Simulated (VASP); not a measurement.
## GaP (rocksalt type): single point with PBE

The system is GaP (rocksalt type).

```
Ga P
1.0
     0.00000    2.58006    2.58006
     2.58006    0.00000    2.58006
     2.58006    2.58006    0.00000
Ga P
1 1
Cartesian
  0.0000 0.0000 0.0000
  2.5801 2.5801 2.5801
```

| Item | Value |
| --- | --- |
| Program | VASP 6.6.1 |
| Task | single point |
| Functional | PBE |
| Potentials or basis | VASP PAW PBE potentials, release 64 (Ga_d, P) |
| Cutoff | 520 eV |
| k mesh | 14 × 14 × 14 |
| Occupations | fermi-dirac, width 0.1 eV |
| Spin | no spin polarisation |
| Dipole correction | no |
| k mesh for the DOS | 21 × 21 × 21 |
| Occupations for the DOS | tetrahedron |
| Further INCAR settings | ALGO = Normal; EDIFF = 1e-07; NBANDS = 16 |

| Quantity | Value |
| --- | --- |
| Valence electrons inside the program's atomic spheres | Ga 11.55; P 2.47 |

Levels at points of the mesh, in eV from the Fermi level:
```
           k point  band 6  band 7  band 8  band 9  band 10  band 11  band 12  band 13
(0.00, 0.00, 0.00)  -13.19   -0.01   -0.01   -0.01     1.42     7.08     7.08     7.08
```

Run time: 3.3 min on 1 thread of AMD EPYC 7R13, with other jobs on the host, peak memory 0.24 GiB.
